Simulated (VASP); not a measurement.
**GaSb: single point with revPBE**

The system is GaSb.

```
Sb Ga
1.0
     0.00000    3.05900    3.05900
     3.05900    0.00000    3.05900
     3.05900    3.05900    0.00000
Sb Ga
1 1
Direct
  0.75000 0.75000 0.75000
  0.00000 0.00000 0.00000
```

```
Program             : VASP 6.6.1
Task                : single point
Functional          : revPBE
Potentials or basis : VASP PAW PBE potentials, release 64 (Sb, Ga_d)
Cutoff              : 520 eV
k mesh              : 4 × 4 × 4
Occupations         : fermi-dirac, width 0.05 eV
Spin                : no spin polarisation
```

```yaml
Pressure: 4.0 GPa
Band_gap_on_the_k_mesh: 0.10 eV, direct
```

Levels at points of the mesh, in eV from the valence-band top:
| k point | band 6 | band 7 | band 8 | band 9 | band 10 | band 11 | band 12 | band 13 |
| --- | --- | --- | --- | --- | --- | --- | --- | --- |
| (0.00, 0.00, 0.00) | -11.45 | 0.00 | 0.00 | 0.00 | 0.10 | 2.77 | 2.77 | 2.77 |
| (0.50, 0.00, 0.00) | -9.83 | -6.35 | -1.16 | -1.16 | 0.46 | 3.75 | 3.75 | 6.61 |
| (0.50, 0.50, 0.00) | -8.99 | -6.80 | -2.58 | -2.58 | 0.96 | 1.32 | 8.70 | 8.70 |

Wall time 12 s on 1 thread of Intel Xeon 8259CL, with other jobs on the host, peak memory 0.18 GiB.

Caveat: the k points lie up to 0.44 Å⁻¹ apart; the PAW data sets were made with another functional, which shifts forces and pressure a little; spin-orbit coupling is left out, which moves the levels of the heavy elements. A k mesh can miss the band edges.
